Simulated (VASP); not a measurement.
Pt, 1 atom in the cell. It takes space group Fm-3m (No. 225, cubic). Conventional cell: a = 3.948 Å, b = 3.948 Å, c = 3.948 Å, α = 90.00°, β = 90.00°, γ = 90.00°. Within 3.7 Å of Pt (site symmetry m-3m) lie 12 Pt at 2.79 Å. 

| Quantity | Value |
| --- | --- |
| Program | VASP 6.6.1 |
| Task | single point |
| Functional | PBE0 |
| Potentials or basis | VASP PAW PBE potentials, release 64 (Pt) |
| Cutoff | 520 eV |
| k mesh | 8 × 8 × 8 |
| Occupations | fermi-dirac, width 0.05 eV |
| Spin | no spin polarisation |
| Dipole correction | no |
| Grid for exact exchange (PRECFOCK) | Normal |
| Further INCAR settings | ALGO = Normal; EDIFF = 1e-07; NBANDS = 11 |
| Share of exact exchange | 0.25 |

Potentials or basis: VASP PAW PBE potentials, release 64 (Pt).

The run is started by

```bash
$ cat potpaw_PBE.64/Pt/POTCAR > POTCAR
$ cp INCAR.step1 INCAR
$ mpirun -np 1 vasp_std > vasp.out
$ cp INCAR.step2 INCAR
$ mpirun -np 1 vasp_std > vasp.out
```

Hardware: 1 thread of Intel(R) Xeon(R) Platinum 8259CL CPU @ 2.50GHz (Skylake/Cascade Lake), with other jobs on the host.

Task: How long does it take, and how much memory?

Result: Run time: 49 min on 1 thread of Intel(R) Xeon(R) Platinum 8259CL CPU @ 2.50GHz (Skylake/Cascade Lake), on a shared host, peak memory 0.17 GiB. Counts: k points 29.
